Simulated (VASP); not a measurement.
Wanted: the native input for a VASP 6.6.1 run.

| Item | Value |
| --- | --- |
| Task | single point |
| Functional | LDA |
| Potentials or basis | VASP PAW LDA potentials, release 64 (Sn_d, As) |
| Cutoff | 520 eV |
| k mesh | 11 × 11 × 11 |
| Occupations | fermi-dirac, width 0.05 eV |
| Spin | no spin polarisation |
| Dipole correction | no |
| Further INCAR settings | ALGO = Normal; EDIFF = 1e-07; NBANDS = 16 |

The structure of SnAs lies in POSCAR:

```
SnAs
1.0
    0.0000000000      2.8768709376      2.8768709376
    2.8768709376      0.0000000000      2.8768709376
    2.8768709376      2.8768709376      0.0000000000
Sn As
1 1
Direct
    0.5000000000      0.5000000000      0.5000000000
    0.0000000000      0.0000000000      0.0000000000
```

The input as run:

INCAR

```
SYSTEM = SnAs
PREC = Accurate
ENCUT = 520
EDIFF = 1E-7
ISMEAR = -1
SIGMA = 0.05
LREAL = .False.
LASPH = .True.
NELM = 100
ALGO = Normal
ISIF = 2
LWAVE = .False.
LCHARG = .True.
GGA = CA
LELF = .True.
LVHAR = .True.
NBANDS = 16
```

KPOINTS

```
Automatic mesh
0
Gamma
  11 11 11
  0 0 0
```

Potentials or basis: VASP PAW LDA potentials, release 64 (Sn_d, As).

Run with:

```console
$ cat potpaw_LDA.64/Sn_d/POTCAR potpaw_LDA.64/As/POTCAR > POTCAR
$ mpirun -np 1 vasp_std > vasp.out
```

It gave:

- Pressure: -3.0 GPa

Wall time 36 s on 1 thread of Intel Xeon 6975P-C, with other jobs on the host, peak memory 0.17 GiB.
